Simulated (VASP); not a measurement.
A run of VASP 6.6.1:

File INCAR:

```
  ALGO = Fast
  EDIFF = 1E-6
  ENCUT = 520
  GGA = PE
  ISIF = 2
  ISMEAR = 0
  ISPIN = 2
  LASPH = True
  LCHARG = False
  LMAXMIX = 4
  LORBIT = 11
  LREAL = False
  LWAVE = False
  MAGMOM = 0 0.2
  NBANDS = 17
  NELM = 150
  PREC = Accurate
  SIGMA = 0.1
```

The input KPOINTS:

```
k-points
0
Gamma
  20 20 20
```

The input POSCAR:

```
AlCo
1.0
    2.8521616852      0.0000000000      0.0000000000
    0.0000000000      2.8521616852      0.0000000000
    0.0000000000      0.0000000000      2.8521616852
Al Co
1 1
Direct
    0.0000000000      0.0000000000      0.0000000000
    0.5000000000      0.5000000000      0.5000000000
```

Potentials or basis: VASP PAW PBE potentials, release 64 (Al, Co).

The run is started by

```console
$ cat potpaw_PBE.64/Al/POTCAR potpaw_PBE.64/Co/POTCAR > POTCAR
$ mpirun -np 1 vasp_std > vasp.out
```

Hardware: 1 thread of Intel Xeon 8259CL (shared host).

Q: How long does it take, and how much memory?

A: Wall time 3.7 min on 1 thread of Intel Xeon 8259CL (shared host), peak memory 0.29 GiB. Counts: scf iterations 15, k points 286.
